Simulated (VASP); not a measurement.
# GaAs (zincblende type) (F-43m) in VASP: notebook

The runs below take GaAs (zincblende type) through single point, relaxation of cell and atoms, with PBE.

Program: VASP 6.6.1. These are calculated values, not measurements. Logs are shortened: lines on timing, memory, paths and dates and some standing lists are left out, and cuts for length are marked.

### Step 1. The cell of the first run

Symmetry: F-43m, No. 216, cubic system. Conventional cell: a = 5.744 Å, b = 5.744 Å, c = 5.744 Å, α = 90.00°, β = 90.00°, γ = 90.00°. Ga (site symmetry -43m) has 4 As at 2.49 Å within 3.3 Å. As (site symmetry -43m) has 4 Ga at 2.49 Å within 3.3 Å.

### Step 2. Single point, PBE

INCAR

```
ALGO     = Normal         # electronic algorithm
EDIFF    = 1E-6           # SCF threshold, eV
ENCUT    = 520            # plane-wave cutoff, eV
GGA      = PE             # functional
ISIF     = 2              # what is computed and relaxed
ISMEAR   = -1             # smearing method
LASPH    = T              # aspherical terms in the spheres
LCHARG   = F              # write CHGCAR
LREAL    = F              # projectors in reciprocal space
LWAVE    = F              # write WAVECAR
NBANDS   = 16             # bands
NELM     = 100            # most SCF steps
PREC     = Accurate       # precision mode
SIGMA    = 0.05           # smearing width, eV
```

KPOINTS

```
k-points
0
Gamma
  12 12 12
```

POSCAR

```
GaAs
1.0
    0.0000000000      2.8721967114      2.8721967114
    2.8721967114      0.0000000000      2.8721967114
    2.8721967114      2.8721967114      0.0000000000
Ga As
1 1
Direct
    0.0000000000      0.0000000000      0.0000000000
    0.2500000000      0.2500000000      0.2500000000
```

Potentials or basis: VASP PAW PBE potentials, release 64 (Ga_d, As).

On the command line:

```console
$ cat potpaw_PBE.64/Ga_d/POTCAR potpaw_PBE.64/As/POTCAR > POTCAR
$ mpirun -np 1 vasp_std > vasp.out
```

OUTCAR:

```text
EDIFF = 1E-6
   ENCUT = 520
   GGA = PE
   ISIF = 2
   ISMEAR = -1
   LASPH = T
   LREAL = F
   NELM = 100
   PREC = Accurate

 ion  position               nearest neighbor table
   1  0.000  0.000  0.000-   2 2.49   2 2.49   2 2.49   2 2.49
   2  0.250  0.250  0.250-   1 2.49   1 2.49   1 2.49   1 2.49

  LATTYP: Found a face centered cubic cell.
 ALAT       =     5.7443934228

  Lattice vectors:

 A1 = (   0.0000000000,   2.8721967114,   2.8721967114)
 A2 = (   2.8721967114,   0.0000000000,   2.8721967114)
 A3 = (   2.8721967114,   2.8721967114,   0.0000000000)

Analysis of symmetry for initial positions (statically):
=====================================================================
 Subroutine PRICEL returns:
 Original cell was already a primitive cell.

 Routine SETGRP: Setting up the symmetry group for a
 face centered cubic supercell.

 Subroutine GETGRP returns: Found 24 space group operations
 (whereof 24 operations were pure point group operations)
 out of a pool of 48 trial point group operations.

The static configuration has the point symmetry T_d .

Analysis of symmetry for dynamics (positions and initial velocities):
=====================================================================
 Subroutine PRICEL returns:
 Original cell was already a primitive cell.

 Routine SETGRP: Setting up the symmetry group for a
 face centered cubic supercell.

 Subroutine GETGRP returns: Found 24 space group operations
 (whereof 24 operations were pure point group operations)
 out of a pool of 48 trial point group operations.

The dynamic configuration has the point symmetry T_d .

 Subroutine INISYM returns: Found 24 space group operations
 (whereof 24 operations are pure point group operations),
 and found     1 'primitive' translations

----------------------------------------------------------------------------------------

                                     Primitive cell

  volume of cell :      47.3885

  direct lattice vectors                    reciprocal lattice vectors
     0.000000000  2.872196711  2.872196711    -0.174082784  0.174082784  0.174082784
     2.872196711  0.000000000  2.872196711     0.174082784 -0.174082784  0.174082784
     2.872196711  2.872196711  0.000000000     0.174082784  0.174082784 -0.174082784

  length of vectors
[... 74 lines left out ...]
   ISTART =      0    job   : 0-new  1-cont  2-samecut
   ICHARG =      2    charge: 1-file 2-atom 10-const
   ISPIN  =      1    spin polarized calculation?
   LNONCOLLINEAR =      F non collinear calculations
   LSORBIT =      F    spin-orbit coupling
   LASPH  =      T    aspherical Exc in radial PAW
   ENCUT  =  520.0 eV  38.22 Ry    6.18 a.u.   7.55  7.55  7.55*2*pi/ulx,y,z
   NELM   =    100;   NELMIN=  2; NELMDL= -5     # of ELM steps
   EDIFF  = 0.1E-05   stopping-criterion for ELM
   LREAL  =      F    real-space projection
   EDIFFG = 0.1E-04   stopping-criterion for IOM
   NSW    =      0    number of steps for IOM
   IBRION =     -1    ionic relax: 0-MD 1-quasi-New 2-CG
   NFREE  =      0    steps in history (QN), initial steepest desc. (CG)
   ISIF   =      2    stress and relaxation
   ISYM   =      2    0-nonsym 1-usesym 2-fastsym
   POTIM  = 0.5000    time-step for ionic-motion
   TEBEG  =    0.0;   TEEND  =   0.0 temperature during run
   PSTRESS=    0.0 pullay stress
   NELECT =      18.0000    total number of electrons
   NUPDOWN=      -1.0000    fix difference up-down
   EMIN   =  10.00;   EMAX   =-10.00  energy-range for DOS
   EFERMI =   0.00;   METHOD = LEGACY
   ISMEAR =    -1;   SIGMA  =   0.05  broadening in eV -4-tet -1-fermi 0-gaus
   EFERMI_NEDOS =   21; number of points for ismear=-14 and -15
   IALGO  =     38    algorithm
   IMIX   =      4    mixing-type and parameters
     AMIX     =   0.40;   BMIX     =  1.00
     AMIX_MAG =   1.60;   BMIX_MAG =  1.00
  volume/ion in A,a.u.               =      23.69       159.90
  Fermi-wavevector in a.u.,A,eV,Ry     =   1.185609  2.240476 19.125284  1.405669
  Thomas-Fermi vector in A             =   2.321799
   LORBIT       =      0    0 simple, 1 ext, 2 COOP (PROOUT), +10 PAW based schemes
   GGA     = PE    functional components
[... 5 lines left out ...]
 non-spin polarized calculation
  energy-cutoff  :      520.00
  volume of cell :       47.39
 maximum number of plane-waves:      1303
   NGX = 15   NGY = 15   NGZ = 15

 number of electron      17.9999987 magnetization

 Free energy of the ion-electron system (eV)
  ---------------------------------------------------
  ext. energy  EPLUGINS =         0.00000000
  ---------------------------------------------------
  free energy    TOTEN  =        -8.27629232 eV

  energy without entropy =       -8.27614550  energy(sigma->0) =       -8.27621891

 E-fermi :   3.6344     XC(G=0):  -9.3754

 val. band max:        3.4934982282   @ k =   0.0000   0.0000   0.0000
 cond. band min:       3.6606793541   @ k =   0.0000   0.0000   0.0000
 fundamental gap:      0.1671811259
 Fermi energy:         3.6343522096

 k-point     1 :       0.0000    0.0000    0.0000
  band No.  band energies     occupation
      1     -11.2325      2.00000
      2     -11.2325      2.00000
      3     -11.2325      2.00000
      4     -11.1643      2.00000
      5     -11.1643      2.00000
      6      -8.8996      2.00000
[... 433 lines left out ...]
      3     -11.2099      2.00000
      4     -11.1648      2.00000
      5     -11.1619      2.00000
      6      -7.1041      2.00000
[... 8 lines left out ...]
     15      13.7109      0.00000
     16      14.4174      0.00000

 [... further k-points ...]

------------------------ aborting loop because EDIFF is reached ----------------------------------------

  FORCE on cell =-STRESS in cart. coord.  units (eV):
  Direction    XX          YY          ZZ          XY          YZ          ZX
  --------------------------------------------------------------------------------------
  -------------------------------------------------------------------------------------
  Total        0.0585247      0.0585247      0.0585247      0.0000000      0.0000000     -0.0000000
  in kB        1.9786872      1.9786872      1.9786872      0.0000000      0.0000000     -0.0000000
  external PRESSURE =       1.9786872 kB  Pullay stress =       0.0000000 kB

 VOLUME and BASIS-vectors are now :
 -----------------------------------------------------------------------------
  energy-cutoff  :      520.00
  volume of cell :       47.39
      direct lattice vectors                 reciprocal lattice vectors
     0.000000000  2.872196711  2.872196711    -0.174082784  0.174082784  0.174082784
     2.872196711  0.000000000  2.872196711     0.174082784 -0.174082784  0.174082784
     2.872196711  2.872196711  0.000000000     0.174082784  0.174082784 -0.174082784

 POSITION                                       TOTAL-FORCE (eV/Angst)
 -----------------------------------------------------------------------------------
      0.00000      0.00000      0.00000        -0.000000      0.000000     -0.000000
      1.43610      1.43610      1.43610         0.000000     -0.000000      0.000000
 -----------------------------------------------------------------------------------
    total drift:                                0.000002      0.000002      0.000002

  FREE ENERGIE OF THE ION-ELECTRON SYSTEM (eV)
  ---------------------------------------------------
  free  energy   TOTEN  =        -8.2762923208 eV

  energy  without entropy=       -8.2761455027  energy(sigma->0) =       -8.27621891
```

OSZICAR:

```text
N       E                     dE             d eps       ncg     rms          rms(c)
DAV:   1     0.824477079136E+02    0.82448E+02   -0.88484E+03  2400   0.153E+03
DAV:   2    -0.180229255416E+01   -0.84250E+02   -0.80227E+02  2592   0.310E+02
DAV:   3    -0.832619802808E+01   -0.65239E+01   -0.65010E+01  2888   0.664E+01
DAV:   4    -0.842451757576E+01   -0.98320E-01   -0.98305E-01  2784   0.896E+00
DAV:   5    -0.842598234813E+01   -0.14648E-02   -0.14648E-02  2936   0.990E-01    0.276E+00
DAV:   6    -0.829168019818E+01    0.13430E+00   -0.21042E-01  3576   0.752E+00    0.165E+00
DAV:   7    -0.827489721996E+01    0.16783E-01   -0.57474E-02  2744   0.166E+00    0.555E-01
DAV:   8    -0.827577181675E+01   -0.87460E-03   -0.96859E-03  2800   0.109E+00    0.946E-02
DAV:   9    -0.827617173375E+01   -0.39992E-03   -0.91769E-04  2880   0.370E-01    0.523E-02
DAV:  10    -0.827623864014E+01   -0.66906E-04   -0.67910E-05  3160   0.764E-02    0.283E-02
DAV:  11    -0.827629199966E+01   -0.53360E-04   -0.76518E-05  2568   0.634E-02    0.361E-03
DAV:  12    -0.827629232084E+01   -0.32118E-06   -0.11365E-06  2472   0.142E-02
   1 F= -.82762923E+01 E0= -.82762189E+01  d E =-.146818E-03
```

stdout:

```text
POSCAR found type information on POSCAR GaAs
 POSCAR found :  2 types and       2 ions
 scaLAPACK will be used
 LDA part: xc-table for (Slater+PW92), standard interpolation
 POSCAR, INCAR and KPOINTS ok, starting setup
 FFT: planning ... GRIDC
 FFT: planning ... GRID_SOFT
 FFT: planning ... GRID
 WAVECAR not read
 entering main loop
```

It took 42 s on 1 thread of Intel Xeon 6975P-C, shared host; peak memory 0.2 GiB.

What came out:

* Free energy: -8.2763 eV
* Pressure: 0.2 GPa
* Band gap on the k mesh: 0.17 eV, direct

### Step 3. Relaxation of cell and atoms, PBE, target pressure 0.043 GPa, at which the enthalpy is minimised

This run uses another cell than the first one, of 23.51 Å³/atom, 0.992 times its volume.

INCAR

```
PREC     = Accurate       # precision mode
ENCUT    = 600            # plane-wave cutoff, eV
EDIFF    = 1E-6           # SCF threshold, eV
ISMEAR   = -1             # smearing method
SIGMA    = 0.05           # smearing width, eV
LREAL    = F              # projectors in reciprocal space
LASPH    = T              # aspherical terms in the spheres
NELM     = 100            # most SCF steps
ALGO     = Normal         # electronic algorithm
ISIF     = 3              # what is computed and relaxed
LWAVE    = F              # write WAVECAR
LCHARG   = F              # write CHGCAR
GGA      = PE             # functional
IBRION   = 2              # ionic algorithm
NSW      = 60             # ionic steps
EDIFFG   = -0.005         # ionic threshold
PSTRESS  = 0.42999999999999994
```

KPOINTS

```
Automatic mesh
0
Gamma
  12 12 12
```

POSCAR

```
GaAs
1.0
    0.0000000000      2.8647052088      2.8647052088
    2.8647052088      0.0000000000      2.8647052088
    2.8647052088      2.8647052088      0.0000000000
Ga As
1 1
Direct
    0.0000000000      0.0000000000      0.0000000000
    0.2500000000      0.2500000000      0.2500000000
```

Potentials or basis: VASP PAW PBE potentials, release 64 (Ga_d, As).

On the command line:

```console
$ cat potpaw_PBE.64/Ga_d/POTCAR potpaw_PBE.64/As/POTCAR > POTCAR
$ mpirun -np 1 vasp_std > vasp.out
```

It took 64 s on 1 thread of Intel Xeon 6975P-C, shared host; peak memory 0.22 GiB.

It converged, with:

```
Free energy                                            : -8.2762 eV
Relaxed volume                                         : 23.76 Å³/atom
Relaxed cell                                           : a = 4.066 Å, b = 4.066 Å, c = 4.066 Å, α = 60.00°, β = 60.00°, γ = 60.00°
Space group after relaxing (to 0.05 Å)                 : F-43m (No. 216)
Energy change on relaxing (the enthalpy is what falls) : -0.5 meV/atom
Ionic steps                                            : 3
Pressure after relaxing                                : 0.0 GPa
Band gap on the k mesh                                 : 0.15 eV, direct
```

Step by step:
```csv
step,energy change (eV),largest force (eV/Å),pressure (GPa),volume (Å³)
1,0.0000,0.0000,0.67,47.02
2,-0.0010,0.0000,-0.09,47.64
3,-0.0011,0.0000,0.05,47.52
```

Final structure:
```
Ga As
1.0
     0.00000    2.87479    2.87479
     2.87479    0.00000    2.87479
     2.87479    2.87479    0.00000
Ga As
1 1
Direct
  0.00000 0.00000 0.00000
  0.25000 0.25000 0.25000
```

Levels at points of the mesh, in eV from the valence-band top:
| k point | band 5 | band 6 | band 7 | band 8 | band 9 | band 10 | band 11 | band 12 | band 13 |
| --- | --- | --- | --- | --- | --- | --- | --- | --- | --- |
| (0.00, 0.00, 0.00) | -14.65 | -12.37 | 0.00 | 0.00 | 0.00 | 0.15 | 3.72 | 3.72 | 3.72 |
| (0.50, 0.00, 0.00) | -14.65 | -10.76 | -6.37 | -1.07 | -1.07 | 0.86 | 4.62 | 4.62 | 7.70 |
| (0.50, 0.50, 0.00) | -14.64 | -10.09 | -6.59 | -2.51 | -2.51 | 1.56 | 1.68 | 9.77 | 9.77 |

Caveat: the cell is relaxed towards a set pressure, so the enthalpy falls and the energy may rise.
